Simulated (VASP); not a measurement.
Wanted: the native input for a VASP 6.6.1 run.

| Quantity | Value |
| --- | --- |
| Task | relaxation of cell and atoms |
| Functional | HSE06 |
| Potentials or basis | VASP PAW PBE potentials, release 64 (Cd, O) |
| Cutoff | 600 eV |
| k mesh | 6 × 6 × 6 |
| Occupations | fermi-dirac, width 0.02 eV |
| Spin | no spin polarisation |
| Dipole correction | no |
| Grid for exact exchange (PRECFOCK) | Normal |
| Further INCAR settings | ALGO = Normal; EDIFF = 1e-07; IBRION = 2; EDIFFG = -0.005; NSW = 80; ISIF = 3 |
| Share of exact exchange | 0.25 |
| Screening parameter | 0.2079 1/Å |

CdO:

```xyz
2
Lattice="0.0000 2.3530 2.3530 2.3530 0.0000 2.3530 2.3530 2.3530 0.0000" Properties=species:S:1:pos:R:3 pbc="T T T"
Cd    0.0000    0.0000    0.0000
O     2.3530    2.3530    2.3530
```

These files were run (other wordings do the same):

POSCAR

```
CdO
1.0
    0.0000000000      2.3530040254      2.3530040254
    2.3530040254      0.0000000000      2.3530040254
    2.3530040254      2.3530040254      0.0000000000
Cd O
1 1
Direct
    0.0000000000      0.0000000000      0.0000000000
    0.5000000000      0.5000000000      0.5000000000
```

INCAR.step1

```
SYSTEM = CdO
ALGO = Normal
EDIFF = 1E-5
EDIFFG = -0.005
ENCUT = 600
GGA = PE
GGA_COMPAT = .FALSE.
IBRION = 2
ISIF = 3
ISMEAR = -1
LASPH = .TRUE.
LCHARG = .FALSE.
LREAL = .FALSE.
LWAVE = .TRUE.
NBANDS = 16
NELM = 120
NELMIN = 4
NSW = 100
PREC = Accurate
SIGMA = 0.02
```

INCAR.step2

```
SYSTEM = CdO
ALGO = Normal
EDIFF = 1E-7
EDIFFG = -0.005
ENCUT = 600
GGA = PE
GGA_COMPAT = .FALSE.
HFSCREEN = 0.2079
IBRION = 2
ISIF = 3
ISMEAR = -1
ISTART = 1
LASPH = .TRUE.
LCHARG = .FALSE.
LHFCALC = .TRUE.
LREAL = .FALSE.
LWAVE = .FALSE.
NELM = 120
NELMIN = 4
NSW = 80
PREC = Accurate
PRECFOCK = Normal
SIGMA = 0.02
```

KPOINTS

```
k-points
0
G
  6 6 6
  0 0 0
```

Potentials or basis: VASP PAW PBE potentials, release 64 (Cd, O).

Command:

```console
$ cat potpaw_PBE.64/Cd/POTCAR potpaw_PBE.64/O/POTCAR > POTCAR
$ cp INCAR.step1 INCAR
$ mpirun -np 1 vasp_std > vasp.out
$ cp INCAR.step2 INCAR
$ mpirun -np 1 vasp_std > vasp.out
```

Results of the run:

```json
{
  "Relaxed volume": "13.14 Å³/atom",
  "Relaxed cell": "a = 3.338 Å, b = 3.338 Å, c = 3.338 Å, α = 60.00°, β = 60.00°, γ = 60.00°",
  "Space group after relaxing (to 0.1 Å)": "Fm-3m (No. 225)",
  "Energy gained by relaxing": "0.5 meV/atom",
  "Ionic steps": "3",
  "Pressure after relaxing": "0.0 GPa",
  "Band gap on the k mesh": "0.85 eV (least direct gap 2.15 eV)"
}
```

Caveat: the PAW data sets were made with another functional, which shifts forces and pressure a little.

Wall time 60 min on 1 thread of Intel(R) Xeon(R) Platinum 8488C (Sapphire Rapids), with other jobs on the host, peak memory 0.27 GiB.
